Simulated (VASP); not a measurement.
# Hf (P6_3/mmc) in VASP: single point with r2SCAN

Aim: the single point of Hf with r2SCAN.

All numbers are computed with VASP 6.6.1; they aren't measurements. Logs are shortened: lines on timing, memory, paths and dates and some standing lists are left out, and cuts for length are marked.

**1. The cell of the first run**

The structure is hexagonal, space group P6_3/mmc (No. 194). The conventional cell has a = 3.198 Å, b = 3.198 Å, c = 5.047 Å, α = 90.00°, β = 90.00°, γ = 120.00°. Within 4.1 Å of Hf (site symmetry -6m2) lie 12 Hf at 3.13 to 3.20 Å.

**2. Single point, r2SCAN**

The input, POSCAR:

```
Hf
1.0
    3.1979618260      0.0000000000      0.0000000000
   -1.5989809130      2.7695161816      0.0000000000
    0.0000000000      0.0000000000      5.0473953603
Hf
2
Direct
    0.3333333333      0.6666666667      0.2500000000
    0.6666666667      0.3333333333      0.7500000000
```

The input, INCAR.step1:

```
SYSTEM = Hf
  PREC = Accurate
  ENCUT = 520
  ISMEAR = -1
  SIGMA = 0.05
  LREAL = .FALSE.
  LASPH = .TRUE.
  NELM = 100
  NBANDS = 17
  GGA = PE
  ALGO = Normal
  EDIFF = 1E-4
  LWAVE = .TRUE.
  LCHARG = .FALSE.
```

The input, INCAR.step2:

```
SYSTEM = Hf
  PREC = Accurate
  ENCUT = 520
  EDIFF = 1E-6
  ISMEAR = -1
  SIGMA = 0.05
  LREAL = .FALSE.
  LASPH = .TRUE.
  NELM = 100
  ALGO = Normal
  ISIF = 2
  LWAVE = .FALSE.
  LCHARG = .FALSE.
  METAGGA = R2SCAN
  LMIXTAU = .TRUE.
  NBANDS = 17
  ISTART = 1
```

The input, KPOINTS:

```
regular mesh
0
G
  17 17 9
  0 0 0
```

Potentials or basis: VASP PAW PBE potentials, release 64 (Hf_pv).

Started as:

```sh
cat potpaw_PBE.64/Hf_pv/POTCAR > POTCAR
cp INCAR.step1 INCAR
mpirun -np 1 vasp_std > vasp.out
cp INCAR.step2 INCAR
mpirun -np 1 vasp_std > vasp.out
```

OUTCAR:

```text
SYSTEM = Hf
   PREC = Accurate
   ENCUT = 520
   EDIFF = 1E-6
   ISMEAR = -1
   LREAL = .FALSE.
   LASPH = .TRUE.
   NELM = 100
   ISIF = 2
   METAGGA = R2SCAN
   ISTART = 1

 ion  position               nearest neighbor table
   1  0.333  0.667  0.250-   2 3.13   2 3.13   2 3.13   2 3.13   2 3.13   2 3.13
   2  0.667  0.333  0.750-   1 3.13   1 3.13   1 3.13   1 3.13   1 3.13   1 3.13

  LATTYP: Found a hexagonal cell.
 ALAT       =     3.1979618260
 C/A-ratio  =     1.5783163261

  Lattice vectors:

 A1 = (   3.1979618260,   0.0000000000,   0.0000000000)
 A2 = (  -1.5989809130,   2.7695161816,   0.0000000000)
 A3 = (   0.0000000000,   0.0000000000,   5.0473953603)

Analysis of symmetry for initial positions (statically):
=====================================================================
 Subroutine PRICEL returns:
 Original cell was already a primitive cell.

 Routine SETGRP: Setting up the symmetry group for a
 hexagonal supercell.

 Subroutine GETGRP returns: Found 24 space group operations
 (whereof 12 operations were pure point group operations)
 out of a pool of 24 trial point group operations.

The static configuration has the point symmetry D_3d.
 The point group associated with its full space group is D_6h.

Analysis of symmetry for dynamics (positions and initial velocities):
=====================================================================
 Subroutine PRICEL returns:
 Original cell was already a primitive cell.

 Routine SETGRP: Setting up the symmetry group for a
 hexagonal supercell.

 Subroutine GETGRP returns: Found 24 space group operations
 (whereof 12 operations were pure point group operations)
 out of a pool of 24 trial point group operations.

The dynamic configuration has the point symmetry D_3d.
 The point group associated with its full space group is D_6h.

 Subroutine INISYM returns: Found 24 space group operations
 (whereof 12 operations are pure point group operations),
 and found     1 'primitive' translations

----------------------------------------------------------------------------------------

                                     Primitive cell

  volume of cell :      44.7038

  direct lattice vectors                    reciprocal lattice vectors
     3.197961826  0.000000000  0.000000000     0.312699167  0.180536948  0.000000000
    -1.598980913  2.769516182  0.000000000     0.000000000  0.361073897  0.000000000
     0.000000000  0.000000000  5.047395360     0.000000000  0.000000000  0.198121987

[... 82 lines left out ...]
   NELM   =    100;   NELMIN=  2; NELMDL=  0     # of ELM steps
   EDIFF  = 0.1E-05   stopping-criterion for ELM
   LREAL  =      F    real-space projection
   EDIFFG = 0.1E-04   stopping-criterion for IOM
   NSW    =      0    number of steps for IOM
   IBRION =     -1    ionic relax: 0-MD 1-quasi-New 2-CG
   NFREE  =      0    steps in history (QN), initial steepest desc. (CG)
   ISIF   =      2    stress and relaxation
   ISYM   =      2    0-nonsym 1-usesym 2-fastsym
   POTIM  = 0.5000    time-step for ionic-motion
   TEBEG  =    0.0;   TEEND  =   0.0 temperature during run
   PSTRESS=    0.0 pullay stress
   NELECT =      20.0000    total number of electrons
   NUPDOWN=      -1.0000    fix difference up-down
   EMIN   =  10.00;   EMAX   =-10.00  energy-range for DOS
   EFERMI =   0.00;   METHOD = LEGACY
   ISMEAR =    -1;   SIGMA  =   0.05  broadening in eV -4-tet -1-fermi 0-gaus
   EFERMI_NEDOS =   21; number of points for ismear=-14 and -15
   IALGO  =     38    algorithm
   IMIX   =      4    mixing-type and parameters
     AMIX     =   0.40;   BMIX     =  1.00
     AMIX_MAG =   1.60;   BMIX_MAG =  1.00
  volume/ion in A,a.u.               =      22.35       150.84
  Fermi-wavevector in a.u.,A,eV,Ry     =   1.252093  2.366113 21.330362  1.567737
  Thomas-Fermi vector in A             =   2.386010
   LORBIT       =      0    0 simple, 1 ext, 2 COOP (PROOUT), +10 PAW based schemes
   METAGGA = R2SCAN    functional components
   LHFCALC =     F    Hartree Fock is set to
   AEXX    =    0.0000 exact exchange contribution
   IVDW    =     0    specifies the selected vdW correction
   LEPSILON=     F    determine dielectric tensor
   LRPA    =     F    only Hartree local field effects (RPA)
 non-spin polarized calculation
  energy-cutoff  :      520.00
  volume of cell :       44.70
 maximum number of plane-waves:      1217
 NGX is ok and might be reduce to    24
   NGX = 11   NGY = 11   NGZ = 19

 number of electron      20.0000003 magnetization

 Free energy of the ion-electron system (eV)
  ---------------------------------------------------
  ext. energy  EPLUGINS =         0.00000000
  ---------------------------------------------------
  free energy    TOTEN  =       -90.30894965 eV

  energy without entropy =      -90.29904948  energy(sigma->0) =      -90.30399956

 E-fermi :   4.8423     XC(G=0): -12.1579

 val. band max:        4.8420667911   @ k =   0.4118   0.1765   0.3333
 cond. band min:       4.8478879860   @ k =   0.0000   0.0000   0.4444
 fundamental gap:      0.0058211950
 Fermi energy:         4.8423223926

 k-point     1 :       0.0000    0.0000    0.0000
  band No.  band energies     occupation
      1     -27.4129      2.00000
      2     -26.6422      2.00000
      3     -26.6422      2.00000
      4     -26.5122      2.00000
      5     -26.5115      2.00000
      6     -26.5115      2.00000
[... 457 lines left out ...]
      4     -26.7459      2.00000
      5     -26.6275      2.00000
      6     -26.6210      2.00000
[... 9 lines left out ...]
     16       9.8238      0.00000
     17      11.1821      0.00000

 [... further k-points ...]

------------------------ aborting loop because EDIFF is reached ----------------------------------------

  FORCE on cell =-STRESS in cart. coord.  units (eV):
  Direction    XX          YY          ZZ          XY          YZ          ZX
  --------------------------------------------------------------------------------------
  -------------------------------------------------------------------------------------
  Total       -0.1484131     -0.1484131     -0.1909267      0.0000000     -0.0000000      0.0000000
  in kB       -5.3191004     -5.3191004     -6.8427821      0.0000000     -0.0000000      0.0000000
  external PRESSURE =      -5.8269943 kB  Pullay stress =       0.0000000 kB

 VOLUME and BASIS-vectors are now :
 -----------------------------------------------------------------------------
  energy-cutoff  :      520.00
  volume of cell :       44.70
      direct lattice vectors                 reciprocal lattice vectors
     3.197961826  0.000000000  0.000000000     0.312699167  0.180536948  0.000000000
    -1.598980913  2.769516182  0.000000000     0.000000000  0.361073897  0.000000000
     0.000000000  0.000000000  5.047395360     0.000000000  0.000000000  0.198121987

 POSITION                                       TOTAL-FORCE (eV/Angst)
 -----------------------------------------------------------------------------------
     -0.00000      1.84634      1.26185         0.000000     -0.000000      0.000000
      1.59898      0.92317      3.78555        -0.000000      0.000000      0.000000
 -----------------------------------------------------------------------------------
    total drift:                               -0.000000      0.000000     -0.000000

  FREE ENERGIE OF THE ION-ELECTRON SYSTEM (eV)
  ---------------------------------------------------
  free  energy   TOTEN  =       -90.3089496452 eV

  energy  without entropy=      -90.2990494835  energy(sigma->0) =      -90.30399956
```

OUTCAR.step1:

```text
SYSTEM = Hf
   PREC = Accurate
   ENCUT = 520
   ISMEAR = -1
   LREAL = .FALSE.
   LASPH = .TRUE.
[... 704 lines left out ...]
     -0.00000      1.84634      1.26185         0.000000     -0.000000      0.000000
      1.59898      0.92317      3.78555        -0.000000      0.000000      0.000000
 -----------------------------------------------------------------------------------
    total drift:                               -0.000000      0.000000     -0.000000

  FREE ENERGIE OF THE ION-ELECTRON SYSTEM (eV)
  ---------------------------------------------------
  free  energy   TOTEN  =       -19.8566885895 eV

  energy  without entropy=      -19.8449368394  energy(sigma->0) =      -19.85081271
```

OSZICAR.step1:

```text
N       E                     dE             d eps       ncg     rms          rms(c)
DAV:   1     0.504948021515E+02    0.50495E+02   -0.11336E+04  5610   0.112E+03
DAV:   2    -0.186793291137E+02   -0.69174E+02   -0.67466E+02  7266   0.250E+02
DAV:   3    -0.205557319785E+02   -0.18764E+01   -0.18553E+01  7175   0.272E+01
DAV:   4    -0.205711697261E+02   -0.15438E-01   -0.15424E-01  7238   0.298E+00
DAV:   5    -0.205713239409E+02   -0.15421E-03   -0.15419E-03  7204   0.262E-01    0.652E+01
DAV:   6    -0.200484853453E+02    0.52284E+00   -0.49029E-01  6755   0.452E+00    0.386E+01
DAV:   7    -0.198669557593E+02    0.18153E+00   -0.82738E-01  6881   0.562E+00    0.187E+00
DAV:   8    -0.198565948839E+02    0.10361E-01   -0.52755E-02  6585   0.149E+00    0.260E-01
DAV:   9    -0.198567032742E+02   -0.10839E-03   -0.11479E-03  7545   0.240E-01    0.185E-01
DAV:  10    -0.198566885895E+02    0.14685E-04   -0.53713E-05  3949   0.509E-02
   1 F= -.19856689E+02 E0= -.19850813E+02  d E =-.117518E-01
```

It took 4.7 min on 1 thread of AMD EPYC 9R45 (Zen 5), shared host; peak memory 0.22 GiB.

What came out:

- Free energy: -90.3089 eV
- Pressure: -0.6 GPa
- Band gap on the k mesh: zero (bands 10 and 11 overlap by 1.77 eV)

Caveat: the PAW data sets were made with another functional, which shifts forces and pressure a little; spin-orbit coupling is left out, which moves the levels of the heavy elements.
